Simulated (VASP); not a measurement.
**Be24N: single point with LDA**

Be24N, a slab with vacuum:

```
Be N
1.0
     4.45243    0.00000    0.00000
     0.00000    7.03315    0.00000
     0.00000    0.00000   19.79987
Be N
24 1
Direct
  0.00000 0.37500 0.20202
  0.00000 0.87500 0.20202
  0.50000 0.37500 0.20202
  0.50000 0.87500 0.20202
  0.25000 0.12500 0.23448
  0.25000 0.62500 0.23448
  0.75000 0.12500 0.23448
  0.75000 0.62500 0.23448
  0.25000 0.37500 0.29939
  0.25000 0.87500 0.29939
  0.75000 0.37500 0.29939
  0.75000 0.87500 0.29939
  0.00000 0.12500 0.32615
  0.00000 0.62500 0.32615
  0.50000 0.12500 0.32615
  0.50000 0.62500 0.32615
  0.00000 0.37500 0.39697
  0.00000 0.87500 0.39697
  0.50000 0.37500 0.39697
  0.50000 0.87500 0.39697
  0.25000 0.12500 0.41919
  0.25000 0.62500 0.41919
  0.75000 0.12500 0.41919
  0.75000 0.62500 0.41919
  0.25000 0.37500 0.45389
```

```yaml
Program: VASP 6.6.1
Task: single point
Functional: LDA
Potentials_or_basis: VASP PAW LDA potentials, release 64 (Be, N)
Cutoff: 520 eV
k_mesh: 6 × 4 × 1
Occupations: gaussian, width 0.1 eV
Spin: no spin polarisation
Dipole_correction: yes
Further_INCAR_settings: LREAL = Auto; ALGO = Normal; EDIFF = 1e-07; NBANDS = 44
```

The largest force is 1.830 eV/Å. The band gap on the k mesh is zero (an odd number of electrons rules out a gap without spin polarisation).

Forces in eV/Å, atoms in the order of the input:
```
Be  -0.033  0.000  0.527
Be   0.040  0.000  0.458
Be   0.033  0.000  0.527
Be  -0.040  0.000  0.458
Be   0.000 -0.104 -0.657
Be   0.000  0.104 -0.657
Be   0.000  0.071 -0.623
Be   0.000 -0.071 -0.623
Be   0.000  0.000 -0.428
Be   0.000  0.000 -0.234
Be   0.000  0.000  0.154
Be   0.000  0.000  0.192
Be   0.007 -0.061 -0.054
Be   0.007  0.061 -0.054
Be  -0.007 -0.061 -0.054
Be  -0.007  0.061 -0.054
Be  -0.415  0.000 -0.209
Be  -0.214  0.000  0.041
Be   0.415  0.000 -0.209
Be   0.214  0.000  0.041
Be   0.000  1.523  1.015
Be   0.000 -1.523  1.015
Be   0.000 -0.372 -0.294
Be   0.000  0.372 -0.294
N    0.000  0.000  0.013
```

Levels at points of the mesh, in eV from the Fermi level:
| k point | band 24 | band 25 | band 26 | band 27 | band 28 | band 29 | band 30 | band 31 |
| --- | --- | --- | --- | --- | --- | --- | --- | --- |
| (0.00, 0.00, 0.00) | -1.45 | -0.78 | -0.75 | -0.11 | 0.63 | 1.09 | 1.12 | 1.77 |
| (0.50, 0.00, 0.00) | -0.67 | 0.24 | 0.63 | 0.64 | 0.97 | 1.37 | 1.42 | 1.42 |
| (0.00, 0.50, 0.00) | -1.19 | -1.03 | -0.99 | -0.76 | -0.05 | 0.69 | 1.34 | 2.39 |
| (0.50, 0.50, 0.00) | -0.77 | -0.59 | -0.49 | 0.38 | 0.40 | 0.52 | 1.10 | 1.41 |

It took 8.2 min on 1 thread of Intel(R) Xeon(R) 6975P-C (Granite Rapids), with other jobs on the host, peak memory 0.58 GiB.
